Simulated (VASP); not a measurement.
# CO2 (P4_2/mnm) in VASP: a series of runs

CO2 is run at these levels: PBE, r2SCAN; tasks: single point.

All numbers are computed with VASP 6.6.1; they aren't measurements. Logs are shortened: lines on timing, memory, paths and dates and some standing lists are left out, and cuts for length are marked.

### Step 1. The cell of the first run

The structure is tetragonal, space group P4_2/mnm (No. 136). Conventional cell: a = 4.227 Å, b = 4.227 Å, c = 4.688 Å, α = 90.00°, β = 90.00°, γ = 90.00°. C (site symmetry mmm) has 2 O at 1.17 Å within 1.6 Å. O (site symmetry m2m) has 1 C at 1.17 Å within 1.6 Å.

### Step 2. Single point, PBE

Input file INCAR:

```
SYSTEM = CO2
ALGO = Normal
EDIFF = 1E-6
ENCUT = 520
GGA = PE
ISIF = 2
ISMEAR = -1
LASPH = .TRUE.
LCHARG = .FALSE.
LREAL = .FALSE.
LWAVE = .FALSE.
NBANDS = 25
NELM = 100
PREC = Accurate
SIGMA = 0.01
```

Input file KPOINTS:

```
k-points
0
G
  8 8 7
  0 0 0
```

Input file POSCAR:

```
CO2
1.0
    4.2272127900      0.0000000000      0.0000000000
    0.0000000000      4.2272127900      0.0000000000
    0.0000000000      0.0000000000      4.6877715900
C O
2 4
Direct
    0.5000000000      0.5000000000      0.5000000000
    0.0000000000      0.0000000000      0.0000000000
    0.3046283835      0.6953716165      0.5000000000
    0.6953716165      0.3046283835      0.5000000000
    0.1953716165      0.1953716165      0.0000000000
    0.8046283835      0.8046283835      0.0000000000
```

Potentials or basis: VASP PAW PBE potentials, release 64 (C, O).

Launch:

```sh
$ cat potpaw_PBE.64/C/POTCAR potpaw_PBE.64/O/POTCAR > POTCAR
$ mpirun -np 1 vasp_std > vasp.out
```

OUTCAR:

```text
SYSTEM = CO2
   EDIFF = 1E-6
   ENCUT = 520
   GGA = PE
   ISIF = 2
   ISMEAR = -1
   LASPH = .TRUE.
   LREAL = .FALSE.
   NELM = 100
   PREC = Accurate

 ion  position               nearest neighbor table
   1  0.500  0.500  0.500-   3 1.17   4 1.17
   2  0.000  0.000  0.000-   5 1.17   6 1.17
   3  0.305  0.695  0.500-   1 1.17
   4  0.695  0.305  0.500-   1 1.17
   5  0.195  0.195  0.000-   2 1.17
   6  0.805  0.805  0.000-   2 1.17

  LATTYP: Found a simple tetragonal cell.
 ALAT       =     4.2272127900
 C/A-ratio  =     1.1089509383

  Lattice vectors:

 A1 = (   4.2272127900,   0.0000000000,   0.0000000000)
 A2 = (   0.0000000000,   4.2272127900,   0.0000000000)
 A3 = (   0.0000000000,   0.0000000000,   4.6877715900)

Analysis of symmetry for initial positions (statically):
=====================================================================
 Subroutine PRICEL returns:
 Original cell was already a primitive cell.

 Routine SETGRP: Setting up the symmetry group for a
 simple tetragonal supercell.

 Subroutine GETGRP returns: Found 16 space group operations
 (whereof  8 operations were pure point group operations)
 out of a pool of 16 trial point group operations.

The static configuration has the point symmetry D_2h.
 The point group associated with its full space group is D_4h.

Analysis of symmetry for dynamics (positions and initial velocities):
=====================================================================
 Subroutine PRICEL returns:
 Original cell was already a primitive cell.

 Routine SETGRP: Setting up the symmetry group for a
 simple tetragonal supercell.

 Subroutine GETGRP returns: Found 16 space group operations
 (whereof  8 operations were pure point group operations)
 out of a pool of 16 trial point group operations.

The dynamic configuration has the point symmetry D_2h.
 The point group associated with its full space group is D_4h.

 Subroutine INISYM returns: Found 16 space group operations
 (whereof  8 operations are pure point group operations),
 and found     1 'primitive' translations

----------------------------------------------------------------------------------------

                                     Primitive cell

  volume of cell :      83.7673

  direct lattice vectors                    reciprocal lattice vectors
     4.227212790  0.000000000  0.000000000     0.236562494  0.000000000  0.000000000
     0.000000000  4.227212790  0.000000000     0.000000000  0.236562494  0.000000000
     0.000000000  0.000000000  4.687771590     0.000000000  0.000000000  0.213320974

  length of vectors
     4.227212790  4.227212790  4.687771590     0.236562494  0.236562494  0.213320974

  position of ions in fractional coordinates (direct lattice)
     0.500000000  0.500000000  0.500000000
     0.000000000  0.000000000  0.000000000
     0.304628384  0.695371616  0.500000000
     0.695371616  0.304628384  0.500000000
     0.195371616  0.195371616  0.000000000
     0.804628384  0.804628384  0.000000000

  ion indices of the primitive-cell ions
   primitive index   ion index
                 1           1
                 2           2
                 3           3
                 4           4
                 5           5
                 6           6

----------------------------------------------------------------------------------------

 KPOINTS: k-points

Automatic generation of k-mesh.
 Grid dimensions read from file:
 generate k-points for:    8    8    7

 Generating k-lattice:

  Cartesian coordinates                     Fractional coordinates (reciprocal lattice)
     0.029570312  0.000000000  0.000000000     0.125000000  0.000000000  0.000000000
     0.000000000  0.029570312  0.000000000     0.000000000  0.125000000  0.000000000
     0.000000000  0.000000000  0.030474425     0.000000000  0.000000000  0.142857143

  Length of vectors
     0.029570312  0.029570312  0.030474425

  Shift w.r.t. Gamma in fractional coordinates (k-lattice)
     0.000000000  0.000000000  0.000000000

 Subroutine IBZKPT returns following result:
 ===========================================

 Found     60 irreducible k-points:

 Following reciprocal coordinates:
            Coordinates               Weight
  0.000000  0.000000  0.000000      1.000000
  0.125000  0.000000  0.000000      4.000000
  0.250000  0.000000  0.000000      4.000000
  0.375000  0.000000  0.000000      4.000000
  0.500000  0.000000  0.000000      2.000000
  0.125000  0.125000  0.000000      4.000000
[... 16 lines left out ...]
  0.375000  0.125000  0.142857     16.000000
  0.500000  0.125000  0.142857      8.000000
 [... further k-points ...]
   k-points           NKPTS =     60   k-points in BZ     NKDIM =     60   number of bands    NBANDS=     25
   number of dos      NEDOS =    301   number of ions     NIONS =      6
   total plane-waves  NPLWV =  36864
   dimension x,y,z NGX =    32 NGY =   32 NGZ =   36
   dimension x,y,z NGXF=    64 NGYF=   64 NGZF=   72
   ions per type =               2   4
   NGX,Y,Z   is equivalent  to a cutoff of  12.58, 12.58, 12.77 a.u.
   NGXF,Y,Z  is equivalent  to a cutoff of  25.17, 25.17, 25.53 a.u.
 SYSTEM =  CO2
   PREC   = accura    normal or accurate (medium, high low for compatibility)
   ISTART =      0    job   : 0-new  1-cont  2-samecut
   ICHARG =      2    charge: 1-file 2-atom 10-const
   ISPIN  =      1    spin polarized calculation?
   LNONCOLLINEAR =      F non collinear calculations
   LSORBIT =      F    spin-orbit coupling
   LASPH  =      T    aspherical Exc in radial PAW
   ENCUT  =  520.0 eV  38.22 Ry    6.18 a.u.   7.86  7.86  8.72*2*pi/ulx,y,z
   NELM   =    100;   NELMIN=  2; NELMDL= -5     # of ELM steps
   EDIFF  = 0.1E-05   stopping-criterion for ELM
   LREAL  =      F    real-space projection
[... 7 lines left out ...]
   TEBEG  =    0.0;   TEEND  =   0.0 temperature during run
   PSTRESS=    0.0 pullay stress
   NELECT =      32.0000    total number of electrons
   NUPDOWN=      -1.0000    fix difference up-down
   EMIN   =  10.00;   EMAX   =-10.00  energy-range for DOS
   EFERMI =   0.00;   METHOD = LEGACY
   ISMEAR =    -1;   SIGMA  =   0.01  broadening in eV -4-tet -1-fermi 0-gaus
   EFERMI_NEDOS =   21; number of points for ismear=-14 and -15
   IALGO  =     38    algorithm
   IMIX   =      4    mixing-type and parameters
     AMIX     =   0.40;   BMIX     =  1.00
     AMIX_MAG =   1.60;   BMIX_MAG =  1.00
  volume/ion in A,a.u.               =      13.96        94.21
  Fermi-wavevector in a.u.,A,eV,Ry     =   1.187864  2.244737 19.198094  1.411020
  Thomas-Fermi vector in A             =   2.324006
   LORBIT       =      0    0 simple, 1 ext, 2 COOP (PROOUT), +10 PAW based schemes
   GGA     = PE    functional components
   LHFCALC =     F    Hartree Fock is set to
   AEXX    =    0.0000 exact exchange contribution
   IVDW    =     0    specifies the selected vdW correction
   LEPSILON=     F    determine dielectric tensor
   LRPA    =     F    only Hartree local field effects (RPA)
 non-spin polarized calculation
  energy-cutoff  :      520.00
  volume of cell :       83.77
 maximum number of plane-waves:      2272
 NGX is ok and might be reduce to    32
   NGX = 15   NGY = 15   NGZ = 17

 number of electron      32.0000023 magnetization

 Free energy of the ion-electron system (eV)
  ---------------------------------------------------
  ext. energy  EPLUGINS =         0.00000000
  ---------------------------------------------------
  free energy    TOTEN  =       -45.97371839 eV

  energy without entropy =      -45.97371839  energy(sigma->0) =      -45.97371839

 E-fermi :  -2.8507     XC(G=0):  -8.1169

 val. band max:       -3.1175641105   @ k =   0.5000   0.5000   0.4286
 cond. band min:       3.4388846714   @ k =   0.0000   0.0000   0.0000
 fundamental gap:      6.5564487819
 Fermi energy:        -2.8507138776

 k-point     1 :       0.0000    0.0000    0.0000
  band No.  band energies     occupation
      1     -23.9684      2.00000
      2     -23.6704      2.00000
      3     -22.7420      2.00000
      4     -22.7420      2.00000
      5      -8.7139      2.00000
      6      -8.3509      2.00000
[... 17 lines left out ...]
     24      12.4079      0.00000
     25      12.4807      0.00000

 k-point     2 :       0.1250    0.0000    0.0000
  band No.  band energies     occupation
      1     -23.9527      2.00000
      2     -23.6758      2.00000
      3     -22.7476      2.00000
      4     -22.7460      2.00000
      5      -8.6859      2.00000
      6      -8.3747      2.00000
[... 17 lines left out ...]
     24      12.3257      0.00000
     25      12.4526      0.00000

 k-point     3 :       0.2500    0.0000    0.0000
  band No.  band energies     occupation
      1     -23.9096      2.00000
      2     -23.6944      2.00000
      3     -22.7613      2.00000
      4     -22.7567      2.00000
      5      -8.6116      2.00000
      6      -8.4228      2.00000
[... 17 lines left out ...]
     24      12.1066      0.00000
     25      12.1462      0.00000

 k-point     4 :       0.3750    0.0000    0.0000
  band No.  band energies     occupation
      1     -23.8488      2.00000
      2     -23.7306      2.00000
      3     -22.7735      2.00000
      4     -22.7690      2.00000
      5      -8.5266      2.00000
      6      -8.4586      2.00000
[... 17 lines left out ...]
     24      11.6053      0.00000
     25      11.8745      0.00000
[... 477 lines left out ...]
 k-point    22 :       0.2500    0.1250    0.1429
  band No.  band energies     occupation
      1     -23.8858      2.00000
      2     -23.7055      2.00000
      3     -22.7668      2.00000
      4     -22.7630      2.00000
      5      -8.6249      2.00000
      6      -8.4496      2.00000
[... 17 lines left out ...]
     24      11.7029      0.00000
     25      12.0107      0.00000

 k-point    23 :       0.3750    0.1250    0.1429
  band No.  band energies     occupation
      1     -23.8320      2.00000
      2     -23.7329      2.00000
      3     -22.7797      2.00000
      4     -22.7760      2.00000
      5      -8.5488      2.00000
      6      -8.4610      2.00000
[... 17 lines left out ...]
     24      11.3966      0.00000
     25      11.6004      0.00000

 k-point    24 :       0.5000    0.1250    0.1429
  band No.  band energies     occupation
      1     -23.7769      2.00000
      2     -23.7769      2.00000
      3     -22.7833      2.00000
      4     -22.7833      2.00000
      5      -8.4883      2.00000
      6      -8.4883      2.00000
[... 17 lines left out ...]
     24      10.5339      0.00000
     25      11.4954      0.00000

 [... further k-points ...]

------------------------ aborting loop because EDIFF is reached ----------------------------------------

  FORCE on cell =-STRESS in cart. coord.  units (eV):
  Direction    XX          YY          ZZ          XY          YZ          ZX
  --------------------------------------------------------------------------------------
  -------------------------------------------------------------------------------------
  Total        2.4517130      2.4517130      0.9045826      0.0000000      0.0000000      0.0000000
  in kB       46.8927333     46.8927333     17.3015148      0.0000000      0.0000000      0.0000000
  external PRESSURE =      37.0289938 kB  Pullay stress =       0.0000000 kB

 VOLUME and BASIS-vectors are now :
 -----------------------------------------------------------------------------
  energy-cutoff  :      520.00
  volume of cell :       83.77
      direct lattice vectors                 reciprocal lattice vectors
     4.227212790  0.000000000  0.000000000     0.236562494  0.000000000  0.000000000
     0.000000000  4.227212790  0.000000000     0.000000000  0.236562494  0.000000000
     0.000000000  0.000000000  4.687771590     0.000000000  0.000000000  0.213320974

 POSITION                                       TOTAL-FORCE (eV/Angst)
 -----------------------------------------------------------------------------------
      2.11361      2.11361      2.34389         0.000000      0.000000      0.000000
      0.00000      0.00000      0.00000         0.000000      0.000000      0.000000
      1.28773      2.93948      2.34389        -0.460658      0.460658     -0.000000
      2.93948      1.28773      2.34389         0.460658     -0.460658      0.000000
      0.82588      0.82588      0.00000         0.460658      0.460658     -0.000000
      3.40134      3.40134      0.00000        -0.460658     -0.460658      0.000000
 -----------------------------------------------------------------------------------
    total drift:                                0.000000     -0.000000      0.000000

  FREE ENERGIE OF THE ION-ELECTRON SYSTEM (eV)
  ---------------------------------------------------
  free  energy   TOTEN  =       -45.9737183855 eV

  energy  without entropy=      -45.9737183855  energy(sigma->0) =      -45.97371839
```

Run time: 48 s. Hardware: 1 thread of Intel Xeon 6975P-C (Granite Rapids), shared host; peak memory 0.22 GiB.

Results:

- Free energy: -45.9737 eV
- Pressure: 3.7 GPa
- Largest force: 0.651 eV/Å
- Band gap on the k mesh: 6.56 eV (least direct gap 7.03 eV)

Forces in eV/Å, atoms in the order of the input:
```
C    0.000  0.000  0.000
C    0.000  0.000  0.000
O   -0.461  0.461  0.000
O    0.461 -0.461  0.000
O    0.461  0.461  0.000
O   -0.461 -0.461  0.000
```

Stress tensor (GPa, compression positive):
```
4.69 0.00 0.00
0.00 4.69 0.00
0.00 0.00 1.73
```

Levels at points of the mesh, in eV from the valence-band top:
```tsv
k point	band 13	band 14	band 15	band 16	band 17	band 18	band 19	band 20
(0.00, 0.00, 0.00)	-1.39	-0.55	-0.47	-0.47	6.56	7.45	7.90	7.90
(0.50, 0.00, 0.00)	-0.53	-0.53	-0.48	-0.48	8.08	8.08	8.17	8.17
(0.50, 0.50, 0.00)	-0.66	-0.66	0.00	0.00	8.20	8.20	8.31	8.31
```

Caveat: the cell stands under pressure; this functional lacks dispersion, which holds the molecules together, so the pressure and a relaxed volume are unreliable.

(Part 1 of 2 ends here.)
